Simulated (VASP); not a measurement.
B15As8, 23 atoms in the cell. The cell holds a disordered packing, 23 atoms: a = 6.753 Å, b = 6.545 Å, c = 7.131 Å, α = 89.23°, β = 90.94°, γ = 91.42°. 

* Program: VASP 6.6.1
* Task: single point
* Functional: PBE
* Potentials or basis: VASP PAW PBE potentials, release 64 (As, B)
* Cutoff: 420 eV
* k mesh: 1 × 1 × 1, shifted
* Occupations: fermi-dirac, width 0.05 eV
* Spin: no spin polarisation
* Dipole correction: no
* Mended: yes
* Further INCAR settings: LREAL = Auto; ALGO = Normal; EDIFF = 1e-06; NBANDS = 60; ISYM = -1

Potentials or basis: VASP PAW PBE potentials, release 64 (As, B).

Command:

```sh
$ cat potpaw_PBE.64/As/POTCAR potpaw_PBE.64/B/POTCAR > POTCAR
$ mpirun -np 1 vasp_std > vasp.out
```

Hardware: 1 thread of AMD EPYC 7R43 64-Core Processor (Zen 3), on a shared host.

**Question.** How long does it take, and how much memory?

**Answer.** Wall time 36 s on 1 thread of AMD EPYC 7R43 64-Core Processor (Zen 3), on a shared host, peak memory 0.27 GiB. Counts: scf iterations 16, k points 1.
